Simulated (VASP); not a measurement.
HfAu2, 6 atoms in the cell. The structure is tetragonal, space group I4/mmm (No. 139). The conventional cell has a = 3.525 Å, b = 3.525 Å, c = 8.150 Å, α = 90.00°, β = 90.00°, γ = 90.00°. Within 3.6 Å of Hf (site symmetry 4/mmm) lie 10 Au at 2.71 to 2.84 Å and 4 Hf at 3.53 Å. Au (site symmetry 4mm) has 5 Hf at 2.71 to 2.84 Å and 9 Au at 2.73 to 3.53 Å within 3.6 Å.  This cell differs from its parent crystal: strain along c alone, the other axes held: -6.0 %, then relaxed in part.

```yaml
Program: VASP 6.6.1
Task: single point
Functional: PBEsol
Potentials_or_basis: VASP PAW PBE potentials, release 64 (Hf_pv, Au)
Cutoff: 520 eV
k_mesh: 10 × 10 × 4
Occupations: gaussian, width 0.1 eV
Spin: no spin polarisation
Dipole_correction: no
Further_INCAR_settings: ALGO = Fast; EDIFF = 1e-06; NBANDS = 41
```

Potentials or basis: VASP PAW PBE potentials, release 64 (Hf_pv, Au).

Run with:

```sh
$ cat potpaw_PBE.64/Hf_pv/POTCAR potpaw_PBE.64/Au/POTCAR > POTCAR
$ mpirun -np 1 vasp_std > vasp.out
```

Hardware: 1 thread of AMD EPYC 9R45 (Zen 5), on a shared host.

Task: How long does it take, and how much memory?

Result: Wall time 2.6 min on 1 thread of AMD EPYC 9R45 (Zen 5), with other jobs on the host, peak memory 0.33 GiB. Counts: scf iterations 16, k points 63.
